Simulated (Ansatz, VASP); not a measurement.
# Two plane-wave programs on TiAl3

The input INCAR:

```
SYSTEM = TiAl3
ALGO = Normal
EDIFF = 1E-6
ENCUT = 500
GGA = PS
GGA_COMPAT = .FALSE.
ISIF = 2
ISMEAR = 0
LASPH = .TRUE.
LCHARG = .TRUE.
LELF = .TRUE.
LREAL = .FALSE.
LVHAR = .TRUE.
LWAVE = .FALSE.
NBANDS = 44
NELM = 120
PREC = Accurate
SIGMA = 0.15
```

KPOINTS

```
k-points
0
G
  12 12 4
  0 0 0
```

File POSCAR:

```
TiAl3
1.0
    0.0000000000     -3.9483448101      0.0000000000
    0.0000000000      0.0000000000     -3.9483448101
   11.8450344303     -1.3159833252      1.3159833252
Ti Al
3 9
Direct
   -0.0277750000      1.0277750000      0.0833333333
   -0.1388750000      1.1388750000      0.4166666667
   -0.2499750000      1.2499750000      0.7500000000
    0.1944750000      0.3055250000      0.9166666667
    0.4166750000      0.0833250000      0.2500000000
    0.3055750000      0.1944250000      0.5833333333
   -0.3055250000      0.8055250000      0.9166666667
   -0.0833250000      0.5833250000      0.2500000000
   -0.1944250000      0.6944250000      0.5833333333
    0.2500250000      0.7499750000      0.7500000000
    0.4722250000      0.5277750000      0.0833333333
    0.3611250000      0.6388750000      0.4166666667
```

Input for Ansatz:

```yaml
crystal:
  lattice:
    - [0.0, -3.9483448101, 0.0]
    - [0.0, 0.0, -3.9483448101]
    - [11.8450344302, -1.3159833252, 1.3159833252]
  atoms:
    - { symbol: Ti, position: [-0.027775, 1.027775, 0.0833333333] }
    - { symbol: Ti, position: [-0.138875, 1.138875, 0.4166666667] }
    - { symbol: Ti, position: [-0.249975, 1.249975, 0.75] }
    - { symbol: Al, position: [0.194475, 0.305525, 0.9166666667] }
    - { symbol: Al, position: [0.416675, 0.083325, 0.25] }
    - { symbol: Al, position: [0.305575, 0.194425, 0.5833333333] }
    - { symbol: Al, position: [-0.305525, 0.805525, 0.9166666667] }
    - { symbol: Al, position: [-0.083325, 0.583325, 0.25] }
    - { symbol: Al, position: [-0.194425, 0.694425, 0.5833333333] }
    - { symbol: Al, position: [0.250025, 0.749975, 0.75] }
    - { symbol: Al, position: [0.472225, 0.527775, 0.0833333333] }
    - { symbol: Al, position: [0.361125, 0.638875, 0.4166666667] }
basis:
  ecutwfc: 420
kpoints:
  mp_grid: { grid: [12, 12, 4] }
hamiltonian:
  xc: pbesol
scf:
  occupations: { method: gaussian, width: 0.15 }
output:
  forces: true
  stress: true
  eigenvalues: true
```

Alike in both runs: task single point; functional PBEsol; k mesh 12 × 12 × 4; occupations gaussian, width 0.15 eV; no spin polarisation.

```csv
,VASP,Ansatz
version,VASP 6.6.1,Ansatz 0.2.0
potentials or method,"VASP PAW PBE potentials, release 64 (Ti_sv, Al), cutoff 500 eV","scalar-relativistic, plane waves, PAW"
valence electrons in the cell,63,63
```

Ansatz gave:

- gap on the k mesh at the Fermi level (eV): none
- pressure (GPa): 3.5
- traceless stress, the component that is largest in VASP (GPa): 6.66
- rms of the force components (eV/Å): 0.824

Problem. Estimate VASP's values.

Solution. gap on the k mesh at the Fermi level (eV): none; pressure (GPa): 3.6; traceless stress, the component that is largest in VASP (GPa): 6.66; rms of the force components (eV/Å): 0.825.

VASP's potentials were made for PBE, not for PBEsol. Atom by atom the forces differ by 0.002 eV/Å (rms over components). A gap of «none» marks a metal or a gap that the smearing closes.
